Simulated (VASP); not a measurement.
Wanted: the native input for a VASP 6.6.1 run.

```yaml
Task: single point
Functional: PBEsol
Potentials_or_basis: VASP PAW PBE potentials, release 64 (Ta_pv, As)
Cutoff: 520 eV
k_mesh: 11 × 11 × 11
Occupations: fermi-dirac, width 0.05 eV
Spin: no spin polarisation
Dipole_correction: no
Further_INCAR_settings: ALGO = Normal; EDIFF = 1e-06; NBANDS = 24
```

The structure of TaAs lies in POSCAR:

```
TaAs
1.0
   -1.6593546655      1.6593546655      5.4658232633
    1.6593546655     -1.6593546655      5.4658232633
    1.6593546655      1.6593546655     -5.4658232633
Ta As
2 2
Direct
    0.5014358895      0.5014358895      0.0000000000
    0.2514358895      0.7514358895      0.5000000000
    0.0811635305      0.0811635305      0.0000000000
    0.8311635305      0.3311635305      0.5000000000
```

These files were run (other wordings do the same):

INCAR

```
PREC = Accurate
ENCUT = 520
EDIFF = 1E-6
ISMEAR = -1
SIGMA = 0.05
LREAL = F
LASPH = T
NELM = 100
ALGO = Normal
ISIF = 2
LWAVE = F
LCHARG = F
GGA = PS
NBANDS = 24
```

KPOINTS

```
regular mesh
0
Gamma
  11 11 11
```

Potentials or basis: VASP PAW PBE potentials, release 64 (Ta_pv, As).

Run with:

```sh
$ cat potpaw_PBE.64/Ta_pv/POTCAR potpaw_PBE.64/As/POTCAR > POTCAR
$ mpirun -np 1 vasp_std > vasp.out
```

Results of the run:

```
Pressure               : 31.4 GPa
Largest force          : 0.010 eV/Å
Band gap on the k mesh : 0.06 eV (least direct gap 0.07 eV)
```

Caveat: the cell stands under pressure; the PAW data sets were made with another functional, which shifts forces and pressure a little; spin-orbit coupling is left out, which moves the levels of the heavy elements; an odd mesh through Γ misses points on the zone boundary, where band edges can lie.

Run time: 5 min on 1 thread of AMD EPYC 9R45 96-Core Processor (Zen 5) (shared host), peak memory 0.38 GiB.
